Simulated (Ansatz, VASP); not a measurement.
# Two plane-wave programs on SrCl2

Contents of INCAR:

```
SYSTEM = SrCl2
  ALGO = Normal
  EDIFF = 1E-6
  ENCUT = 520
  GGA = PE
  ISIF = 2
  ISMEAR = 0
  LASPH = .True.
  LCHARG = .False.
  LREAL = .False.
  LWAVE = .False.
  NBANDS = 19
  NELM = 100
  PREC = Accurate
  SIGMA = 0.05
```

Contents of KPOINTS:

```
k-points
0
Gamma
  6 6 6
  0 0 0
```

File POSCAR:

```
SrCl2
1.0
    0.0000000000      3.5380204417      3.4262189958
    3.5380204417      0.0000000000      3.4262189958
    3.5380204417      3.5380204417      0.0000000000
Sr Cl
1 2
Direct
    0.0000000000      0.0000000000      0.0000000000
    0.2500000000      0.2500000000      0.2500000000
    0.7500000000      0.7500000000      0.7500000000
```

Input for Ansatz:

```yaml
crystal:
  lattice:
    - [0.0, 3.5380204417, 3.4262189958]
    - [3.5380204417, 0.0, 3.4262189958]
    - [3.5380204417, 3.5380204417, 0.0]
  atoms:
    - { symbol: Sr, position: [0.0, 0.0, 0.0] }
    - { symbol: Cl, position: [0.25, 0.25, 0.25] }
    - { symbol: Cl, position: [0.75, 0.75, 0.75] }
basis:
  ecutwfc: 420
kpoints:
  mp_grid: { grid: [6, 6, 6] }
hamiltonian:
  xc: pbe
scf:
  occupations: { method: gaussian, width: 0.05 }
output:
  forces: true
  stress: true
  eigenvalues: true
```

Alike in both runs: task single point; functional PBE; k mesh 6 × 6 × 6; occupations gaussian, width 0.05 eV; no spin polarisation.

|  | VASP | Ansatz |
| --- | --- | --- |
| version | VASP 6.6.1 | Ansatz 0.2.0 |
| potentials or method | VASP PAW PBE potentials, release 64 (Sr_sv, Cl), cutoff 520 eV | scalar-relativistic, plane waves, PAW |
| valence electrons in the cell | 24 | 24 |

Ansatz gave:

- gap on the k mesh at the Fermi level (eV): 5.14
- least direct gap on the mesh (eV): 5.37
- pressure (GPa): 0.6
- traceless stress, the component that is largest in VASP (GPa): 1.11

Problem. Which values does VASP return?

Solution. gap on the k mesh at the Fermi level (eV): 5.13; least direct gap on the mesh (eV): 5.37; pressure (GPa): 0.7; traceless stress, the component that is largest in VASP (GPa): 1.10.
